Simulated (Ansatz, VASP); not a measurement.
**InP in VASP and in Ansatz**

INCAR

```
ALGO     = Normal         # electronic algorithm
EDIFF    = 1E-6           # SCF threshold, eV
EDIFFG   = -0.04          # ionic threshold
ENCUT    = 600            # plane-wave cutoff, eV
GGA      = PE             # functional
IBRION   = 2              # ionic algorithm
ISIF     = 3              # what is computed and relaxed
ISMEAR   = 0              # smearing method
LASPH    = True           # aspherical terms in the spheres
LCHARG   = False          # write CHGCAR
LREAL    = False          # projectors in reciprocal space
LWAVE    = False          # write WAVECAR
NELM     = 80             # most SCF steps
NSW      = 90             # ionic steps
PREC     = Accurate       # precision mode
SIGMA    = 0.1            # smearing width, eV
```

File KPOINTS:

```
k-points
0
Gamma
  4 4 6
```

Contents of POSCAR:

```
InP
1.0
    4.1564057000      0.0000000000      0.0000000000
    0.0000000000      4.1564057000      0.0000000000
    0.0000000000      0.0000000000      2.6538418300
In P
1 1
Direct
    0.5000000000      0.5000000000      0.5205863400
    0.0000000000      0.0000000000      0.9206826100
```

Input for Ansatz:

```yaml
crystal:
  lattice:
    - [4.1564057, 0.0, 0.0]
    - [0.0, 4.1564057, 0.0]
    - [0.0, 0.0, 2.65384183]
  atoms:
    - { symbol: In, position: [0.5, 0.5, 0.52058634] }
    - { symbol: P, position: [0.0, 0.0, 0.92068261] }
basis:
  ecutwfc: 420
kpoints:
  mp_grid: { grid: [4, 4, 6] }
hamiltonian:
  xc: pbe
scf:
  occupations: { method: gaussian, width: 0.1 }
  lower_state_search: "off"
output:
  forces: true
  stress: true
  eigenvalues: true
relax:
  adjacent_minimum: "off"
  f_tol: 0.04
  max_steps: 70
  cell: { stress_tol: 0.4 }
```

Alike in both runs: task relaxation of cell and atoms; functional PBE; k mesh 4 × 4 × 6; occupations gaussian, width 0.1 eV; no spin polarisation.

```csv
,VASP,Ansatz
version,VASP 6.6.1,Ansatz 0.2.0
potentials or method,"VASP PAW PBE potentials, release 64 (In_d, P), cutoff 600 eV","scalar-relativistic, plane waves, PAW"
valence electrons in the cell,18,18
```

|  | VASP | Ansatz | Ansatz less VASP |
| --- | --- | --- | --- |
| gap on the k mesh at the Fermi level, each at its own relaxed structure (eV) | none | none | - |
| relaxed volume (Å³/atom) | 21.73 | 21.75 | +0.024 |
| relaxed cell length with the largest relative difference (Å) | 2.752 | 2.753 | +0.0014 |

A gap of «none» marks a metal or a gap that the smearing closes.

The k mesh is coarse, so the values compare programs but aren't converged.
